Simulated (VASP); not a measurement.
A run of VASP 6.6.1 is set up as follows.

File INCAR:

```
PREC = Accurate
ENCUT = 520
EDIFF = 1E-6
ISMEAR = 0
SIGMA = 0.1
LREAL = False
LASPH = True
NELM = 100
ALGO = Normal
ISIF = 2
LWAVE = False
LCHARG = False
GGA = PE
NBANDS = 23
```

File KPOINTS:

```
regular mesh
0
Gamma
  6 6 6
```

POSCAR

```
Ga2O
1.0
    3.7526843800      0.0000000000      0.0000000000
   -1.8763421900      3.2499200000      0.0000000000
    0.0000000000      0.0000000000      3.7370520900
Ga O
2 1
Direct
    0.6666666700      0.3333333300      0.5000000000
    0.3333333300      0.6666666700      0.5000000000
    0.0000000000      0.0000000000      0.0000000000
```

Potentials or basis: VASP PAW PBE potentials, release 64 (Ga_d, O).

Run with:

```bash
$ cat potpaw_PBE.64/Ga_d/POTCAR potpaw_PBE.64/O/POTCAR > POTCAR
$ mpirun -np 1 vasp_std > vasp.out
```

Problem. What does it give for the pressure?

Solution. 19.3 GPa.

Problem. Predict the band gap on the k mesh.

Solution. Zero (band 16 reaches 6.26 eV, above the bottom of band 17 at 3.72 eV).

Stress tensor (GPa, compression positive):
```
 35.21   0.00   0.00
  0.00  35.21   0.00
  0.00   0.00 -12.40
```
